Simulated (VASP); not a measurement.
# Sb (P6/mmm) in VASP: further runs

The runs below take Sb through relaxation of cell and atoms, with PBE.

All numbers are computed with VASP 6.6.1; they aren't measurements. Logs are shortened: lines on timing, memory, paths and dates and some standing lists are left out, and cuts for length are marked.

## Step 1: The cell of the first run

The structure is hexagonal, space group P6/mmm (No. 191). Conventional cell: a = 2.881 Å, b = 2.881 Å, c = 2.708 Å, α = 90.00°, β = 90.00°, γ = 120.00°. Sb (site symmetry 6/mmm) has 8 Sb at 2.71 to 2.88 Å within 3.6 Å.

This isn't the form of Sb at room conditions, which is rhombohedral.

## Step 2: Relaxation of cell and atoms, PBE, target pressure 49 GPa, at which the enthalpy is minimised

INCAR

```
PREC = Accurate ; ENCUT = 600
EDIFF = 1E-6 ; ISMEAR = -1
SIGMA = 0.08 ; LREAL = F
LASPH = T ; NELM = 100
ALGO = Normal ; ISIF = 3
LWAVE = F ; LCHARG = F
GGA = PE ; IBRION = 2
NSW = 60 ; EDIFFG = -0.005
PSTRESS = 490.0
```

KPOINTS

```
regular mesh
0
Gamma
  15 15 14
```

POSCAR

```
Sb
1.0
    2.8806065708      0.0000000000      0.0000000000
   -1.4403032854      2.4946784686      0.0000000000
    0.0000000000      0.0000000000      2.7077701766
Sb
1
Direct
    0.0000000000      0.0000000000      0.0000000000
```

Potentials or basis: VASP PAW PBE potentials, release 64 (Sb).

The run is started by

```bash
> cat potpaw_PBE.64/Sb/POTCAR > POTCAR
> mpirun -np 1 vasp_std > vasp.out
```

OUTCAR:

```text
PREC = Accurate
   ENCUT = 600
   EDIFF = 1E-6
   ISMEAR = -1
   LREAL = F
   LASPH = T
   NELM = 100
   ISIF = 3
   GGA = PE
   IBRION = 2
   NSW = 60
   EDIFFG = -0.005
   PSTRESS = 490.0

 ion  position               nearest neighbor table
   1  0.000  0.000  0.000-

  LATTYP: Found a hexagonal cell.
 ALAT       =     2.8806065708
 C/A-ratio  =     0.9400000000

  Lattice vectors:

 A1 = (   2.8806065708,   0.0000000000,   0.0000000000)
 A2 = (  -1.4403032854,   2.4946784686,   0.0000000000)
 A3 = (   0.0000000000,   0.0000000000,   2.7077701766)

Analysis of symmetry for initial positions (statically):
=====================================================================
 Subroutine PRICEL returns:
 Original cell was already a primitive cell.

 Routine SETGRP: Setting up the symmetry group for a
 hexagonal supercell.

 Subroutine GETGRP returns: Found 24 space group operations
 (whereof 24 operations were pure point group operations)
 out of a pool of 24 trial point group operations.

The static configuration has the point symmetry D_6h.

Analysis of symmetry for dynamics (positions and initial velocities):
=====================================================================
 Subroutine PRICEL returns:
 Original cell was already a primitive cell.

 Routine SETGRP: Setting up the symmetry group for a
 hexagonal supercell.

 Subroutine GETGRP returns: Found 24 space group operations
 (whereof 24 operations were pure point group operations)
 out of a pool of 24 trial point group operations.

The dynamic configuration has the point symmetry D_6h.

 Subroutine INISYM returns: Found 24 space group operations
 (whereof 24 operations are pure point group operations),
 and found     1 'primitive' translations

----------------------------------------------------------------------------------------

                                     Primitive cell

  volume of cell :      19.4585

  direct lattice vectors                    reciprocal lattice vectors
     2.880606571  0.000000000  0.000000000     0.347149107  0.200426631  0.000000000
    -1.440303285  2.494678469  0.000000000     0.000000000  0.400853261  0.000000000
     0.000000000  0.000000000  2.707770177     0.000000000  0.000000000  0.369307561

  length of vectors
     2.880606571  2.880606571  2.707770177     0.400853261  0.400853261  0.369307561

  position of ions in fractional coordinates (direct lattice)
     0.000000000  0.000000000  0.000000000

  ion indices of the primitive-cell ions
   primitive index   ion index
                 1           1

----------------------------------------------------------------------------------------

 KPOINTS: regular mesh

Automatic generation of k-mesh.
 Grid dimensions read from file:
 generate k-points for:   15   15   14

 Generating k-lattice:

  Cartesian coordinates                     Fractional coordinates (reciprocal lattice)
     0.023143274  0.013361775  0.000000000     0.066666667  0.000000000  0.000000000
     0.000000000  0.026723551  0.000000000     0.000000000  0.066666667  0.000000000
     0.000000000  0.000000000  0.026379112     0.000000000  0.000000000  0.071428571

  Length of vectors
     0.026723551  0.026723551  0.026379112

  Shift w.r.t. Gamma in fractional coordinates (k-lattice)
     0.000000000  0.000000000  0.000000000

 Subroutine IBZKPT returns following result:
 ===========================================

 Found    216 irreducible k-points:

 Following reciprocal coordinates:
            Coordinates               Weight
  0.000000  0.000000  0.000000      1.000000
  0.066667 -0.000000  0.000000      6.000000
  0.133333 -0.000000  0.000000      6.000000
  0.200000 -0.000000  0.000000      6.000000
  0.266667 -0.000000  0.000000      6.000000
  0.333333  0.000000  0.000000      6.000000
[... 16 lines left out ...]
  0.333333  0.200000  0.000000     12.000000
  0.400000  0.200000  0.000000      6.000000
 [... further k-points ...]
   k-points           NKPTS =    216   k-points in BZ     NKDIM =    216   number of bands    NBANDS=      6
   number of dos      NEDOS =    301   number of ions     NIONS =      1
   total plane-waves  NPLWV =  13824
   dimension x,y,z NGX =    24 NGY =   24 NGZ =   24
   dimension x,y,z NGXF=    48 NGYF=   48 NGZF=   48
   ions per type =               1
   NGX,Y,Z   is equivalent  to a cutoff of  13.85, 13.85, 14.74 a.u.
   NGXF,Y,Z  is equivalent  to a cutoff of  27.70, 27.70, 29.47 a.u.
 SYSTEM =  unknown system
   PREC   = accura    normal or accurate (medium, high low for compatibility)
   ISTART =      0    job   : 0-new  1-cont  2-samecut
   ICHARG =      2    charge: 1-file 2-atom 10-const
   ISPIN  =      1    spin polarized calculation?
   LNONCOLLINEAR =      F non collinear calculations
   LSORBIT =      F    spin-orbit coupling
   LASPH  =      T    aspherical Exc in radial PAW
   ENCUT  =  600.0 eV  44.10 Ry    6.64 a.u.   5.75  5.75  5.41*2*pi/ulx,y,z
   NELM   =    100;   NELMIN=  2; NELMDL= -5     # of ELM steps
   EDIFF  = 0.1E-05   stopping-criterion for ELM
   LREAL  =      F    real-space projection
   EDIFFG = -.5E-02   stopping-criterion for IOM
   NSW    =     60    number of steps for IOM
   IBRION =      2    ionic relax: 0-MD 1-quasi-New 2-CG
   NFREE  =      1    steps in history (QN), initial steepest desc. (CG)
   ISIF   =      3    stress and relaxation
   ISYM   =      2    0-nonsym 1-usesym 2-fastsym
   POTIM  = 0.5000    time-step for ionic-motion
   TEBEG  =    0.0;   TEEND  =   0.0 temperature during run
   PSTRESS=  490.0 pullay stress
   NELECT =       5.0000    total number of electrons
   NUPDOWN=      -1.0000    fix difference up-down
   EMIN   =  10.00;   EMAX   =-10.00  energy-range for DOS
   EFERMI =   0.00;   METHOD = LEGACY
   ISMEAR =    -1;   SIGMA  =   0.08  broadening in eV -4-tet -1-fermi 0-gaus
   EFERMI_NEDOS =   21; number of points for ismear=-14 and -15
   IALGO  =     38    algorithm
   IMIX   =      4    mixing-type and parameters
     AMIX     =   0.40;   BMIX     =  1.00
     AMIX_MAG =   1.60;   BMIX_MAG =  1.00
  volume/ion in A,a.u.               =      19.46       131.31
  Fermi-wavevector in a.u.,A,eV,Ry     =   1.040786  1.966800 14.738310  1.083235
  Thomas-Fermi vector in A             =   2.175377
   LORBIT       =      0    0 simple, 1 ext, 2 COOP (PROOUT), +10 PAW based schemes
   GGA     = PE    functional components
   LHFCALC =     F    Hartree Fock is set to
   AEXX    =    0.0000 exact exchange contribution
   IVDW    =     0    specifies the selected vdW correction
   LEPSILON=     F    determine dielectric tensor
   LRPA    =     F    only Hartree local field effects (RPA)
 conjugate gradient relaxation of ions
 non-spin polarized calculation
  energy-cutoff  :      600.00
  volume of cell :       19.46
 maximum number of plane-waves:       664
 NGX is ok and might be reduce to    24
   NGX = 11   NGY = 11   NGZ = 11

--------------------------------------- Ionic step        1  -------------------------------------------

 number of electron       5.0000000 magnetization

 Free energy of the ion-electron system (eV)
  ---------------------------------------------------
  ext. energy  EPLUGINS =         0.00000000
  ---------------------------------------------------
  free energy    TOTEN  =        -2.79540005 eV

  energy without entropy =       -2.78663664  energy(sigma->0) =       -2.79101835

------------------------ aborting loop because EDIFF is reached ----------------------------------------

  FORCE on cell =-STRESS in cart. coord.  units (eV):
  Direction    XX          YY          ZZ          XY          YZ          ZX
  --------------------------------------------------------------------------------------
  -------------------------------------------------------------------------------------
  Total        7.0621214      7.0621214      7.0575725      0.0000000     -0.0000000      0.0000000
  in kB      581.4808772    581.4808772    581.1063301      0.0000000     -0.0000000      0.0000000
  external PRESSURE =      91.3560282 kB  Pullay stress =     490.0000000 kB
[... 96 lines left out ...]
  enthalpy is  TOTEN    =         3.1368006943 eV   P V=        6.1719552906

--------------------------------------- Ionic step        4  -------------------------------------------

 number of electron       5.0000000 magnetization

 Free energy of the ion-electron system (eV)
  ---------------------------------------------------
  ext. energy  EPLUGINS =         0.00000000
  ---------------------------------------------------
  free energy    TOTEN  =        -3.02391761 eV

  energy without entropy =       -3.01473091  energy(sigma->0) =       -3.01932426

 E-fermi :  13.1544     XC(G=0): -11.4701

 val. band max:       13.1507439327   @ k =   0.4000   0.1333   0.2857
 cond. band min:      13.1714902160   @ k =   0.4000   0.0667   0.2857
 fundamental gap:      0.0207462833
 Fermi energy:        13.1543677786

 k-point     1 :       0.0000    0.0000    0.0000
  band No.  band energies     occupation
      1      -2.9230      2.00000
      2      17.1947      0.00000
      3      19.5190      0.00000
      4      19.5190      0.00000
      5      20.6134      0.00000
      6      23.1481      0.00000

 k-point     2 :       0.0667   -0.0000    0.0000
  band No.  band energies     occupation
      1      -2.8121      2.00000
      2      17.3185      0.00000
      3      18.2569      0.00000
      4      19.0813      0.00000
      5      20.8709      0.00000
      6      22.1482      0.00000
[... 190 lines left out ...]
 k-point    24 :       0.4000    0.2000    0.0000
  band No.  band energies     occupation
      1       3.0284      2.00000
      2       5.5460      2.00000
      3       9.9804      2.00000
      4      22.6045      0.00000
      5      23.8953      0.00000
      6      25.3577      0.00000

 [... further k-points ...]

------------------------ aborting loop because EDIFF is reached ----------------------------------------

  FORCE on cell =-STRESS in cart. coord.  units (eV):
  Direction    XX          YY          ZZ          XY          YZ          ZX
  --------------------------------------------------------------------------------------
  -------------------------------------------------------------------------------------
  Total        6.1573304      6.1573304      6.1622329      0.0000000      0.0000000      0.0000000
  in kB      489.7351694    489.7351694    490.1251024      0.0000000      0.0000000      0.0000000
  external PRESSURE =      -0.1348530 kB  Pullay stress =     490.0000000 kB
[... 16 lines left out ...]
  FREE ENERGIE OF THE ION-ELECTRON SYSTEM (eV)
  ---------------------------------------------------
  free  energy   TOTEN  =        -3.0239176117 eV

  energy  without entropy=       -3.0147309077  energy(sigma->0) =       -3.01932426

  enthalpy is  TOTEN    =         3.1367424435 eV   P V=        6.1606600552

 reached required accuracy - stopping structural energy minimisation
```

It took 51 s on 1 thread of Intel Xeon 8259CL, shared host; peak memory 0.18 GiB.

Results:

| Item | Value |
| --- | --- |
| Free energy | -3.0239 eV |
| Relaxed volume | 20.14 Å³/atom |
| Relaxed cell | a = 2.914 Å, b = 2.914 Å, c = 2.739 Å, α = 90.00°, β = 90.00°, γ = 120.00° |
| Space group after relaxing (to 0.1 Å) | P6/mmm (No. 191) |
| Energy change on relaxing (the run minimises the enthalpy) | -228.5 meV/atom |
| Ionic steps | 4 |
| Pressure after relaxing | 49.0 GPa |
| Band gap on the k mesh | zero (an odd number of electrons rules out a gap without spin polarisation) |

The path:
| step | energy change (eV) | largest force (eV/Å) | pressure (GPa) | volume (Å³) |
| --- | --- | --- | --- | --- |
| 1 | 0.0000 | 0.0000 | 58.14 | 19.46 |
| 2 | -0.8092 | 0.0000 | 24.69 | 22.75 |
| 3 | -0.2398 | 0.0000 | 48.53 | 20.18 |
| 4 | -0.2285 | 0.0000 | 48.99 | 20.14 |

Final structure:
```
CELL_PARAMETERS angstrom
2.91408 0.00000 0.00000
-1.45704 2.52367 0.00000
0.00000 0.00000 2.73910
ATOMIC_POSITIONS crystal
Sb 0.00000 0.00000 0.00000
```

Caveat: the cell is relaxed towards a set pressure, so the run minimises the enthalpy, not the energy; spin-orbit coupling is left out, which moves the levels of the heavy elements.

## Step 3: Relaxation of cell and atoms, PBE, target pressure 49 GPa, at which the enthalpy is minimised

This run uses another cell than the first one, of 20.09 Å³/atom.

INCAR

```
ALGO = Normal
EDIFF = 1E-6
EDIFFG = -0.005
ENCUT = 600
GGA = PE
IBRION = 2
ISIF = 3
ISMEAR = -1
LASPH = T
LCHARG = F
LREAL = F
LWAVE = F
NELM = 100
NSW = 32
PREC = Accurate
PSTRESS = 490.0
SIGMA = 0.08
```

KPOINTS

```
k-points
0
Gamma
  15 15 14
```

POSCAR

```
Sb
1.0
    2.9114751426      0.0000000000      0.0000000000
   -1.4557375713      2.5214114360      0.0000000000
    0.0000000000      0.0000000000      2.7360026620
Sb
1
Direct
    0.0000000000      0.0000000000      0.0000000000
```

Potentials or basis: VASP PAW PBE potentials, release 64 (Sb).

The run is started by

```bash
> cat potpaw_PBE.64/Sb/POTCAR > POTCAR
> mpirun -np 1 vasp_std > vasp.out
```

It took 35 s on 1 thread of Intel Xeon 8259CL, shared host; peak memory 0.17 GiB.

It converged, with:

| Property | Result |
| --- | --- |
| Free energy | -3.0238 eV |
| Relaxed volume | 20.14 Å³/atom |
| Relaxed cell | a = 2.914 Å, b = 2.914 Å, c = 2.739 Å, α = 90.00°, β = 90.00°, γ = 120.00° |
| Space group after relaxing (to 0.1 Å) | P6/mmm (No. 191) |
| Energy change on relaxing (the run minimises the enthalpy) | -17.9 meV/atom |
| Ionic steps | 4 |
| Pressure after relaxing | 49.0 GPa |
| Band gap on the k mesh | zero (an odd number of electrons rules out a gap without spin polarisation) |

Step by step:
```csv
step,energy change (eV),largest force (eV/Å),pressure (GPa),volume (Å³)
1,0.0000,0.0000,49.72,20.09
2,-0.0787,0.0000,46.55,20.35
3,-0.0176,0.0000,49.00,20.14
4,-0.0179,0.0000,49.00,20.14
```

Final structure:
```xyz
1
Lattice="2.9141 0.0000 0.0000 -1.4570 2.5237 0.0000 0.0000 0.0000 2.7390" Properties=species:S:1:pos:R:3 pbc="T T T"
Sb    2.9141    0.0000    0.0000
```

Levels at points of the mesh, in eV from the Fermi level:
| k point | band 1 | band 2 | band 3 | band 4 | band 5 | band 6 |
| --- | --- | --- | --- | --- | --- | --- |
| (0.00, 0.00, 0.00) | -16.08 | 4.04 | 6.36 | 6.36 | 7.46 | 9.99 |
| (0.00, 0.00, 0.50) | -12.01 | -8.78 | 10.41 | 10.41 | 12.28 | 12.54 |

Caveat: the cell is relaxed towards a set pressure, so the run minimises the enthalpy, not the energy; spin-orbit coupling is left out, which moves the levels of the heavy elements.

The gap in the log of VASP goes by the Fermi energy; the results here count the filled bands.